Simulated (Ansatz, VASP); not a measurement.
## Two plane-wave programs on Bi

POSCAR

```
Bi
1.0
   -1.9814305318      1.9814305318      1.9219876158
    1.9814305318     -1.9814305318      1.9219876158
    1.9814305318      1.9814305318     -1.9219876158
Bi
1
Direct
    0.0000000000      0.0000000000      0.0000000000
```

The input INCAR.step1:

```
  ALGO = Normal
  EDIFF = 1E-4
  ENCUT = 520
  GGA = PE
  ISMEAR = 0
  LASPH = True
  LCHARG = False
  LREAL = False
  LWAVE = True
  NBANDS = 14
  NELM = 100
  PREC = Accurate
  SIGMA = 0.15
```

Contents of INCAR.step2:

```
  ALGO = Normal
  EDIFF = 1E-7
  ENCUT = 520
  ISIF = 2
  ISMEAR = 0
  ISTART = 1
  LASPH = True
  LCHARG = False
  LMIXTAU = True
  LREAL = False
  LWAVE = False
  METAGGA = R2SCAN
  NBANDS = 14
  NELM = 100
  PREC = Accurate
  SIGMA = 0.15
```

Contents of KPOINTS:

```
k-points
0
Gamma
  18 18 18
```

Input for Ansatz:

```yaml
crystal:
  lattice:
    - [-1.9814305318, 1.9814305318, 1.9219876158]
    - [1.9814305318, -1.9814305318, 1.9219876158]
    - [1.9814305318, 1.9814305318, -1.9219876158]
  atoms:
    - { symbol: Bi, position: [0.0, 0.0, 0.0] }
basis:
  ecutwfc: 500
kpoints:
  mp_grid: { grid: [18, 18, 18] }
hamiltonian:
  xc: r2scan
scf:
  occupations: { method: gaussian, width: 0.15 }
output:
  forces: true
  stress: true
  eigenvalues: true
```

Change from the starting cell: strain +0.000 along x and y, -0.030 along z, atoms carried along.

Alike in both runs: task single point; functional r2SCAN; k mesh 18 × 18 × 18; occupations gaussian, width 0.15 eV; no spin polarisation.

```csv
,VASP,Ansatz
version,VASP 6.6.1,Ansatz 0.2.0
potentials or method,"VASP PAW PBE potentials, release 64 (Bi_d), cutoff 520 eV","scalar-relativistic, plane waves, PAW"
valence electrons in the cell,15,15
```

```tsv
	VASP	Ansatz	Ansatz less VASP
gap on the k mesh at the Fermi level (eV)	none	none	-
pressure (GPa)	1.9	1.9	+0.02
traceless stress, the component that is largest in VASP (GPa)	0.18	0.18	+0.008
```

VASP's potentials were made for PBE, not for r2SCAN. A gap of «none» marks a metal or a gap that the smearing closes. The functional is the same, so the differences come from potentials, cutoffs and numerics.

Spin-orbit coupling is off throughout.
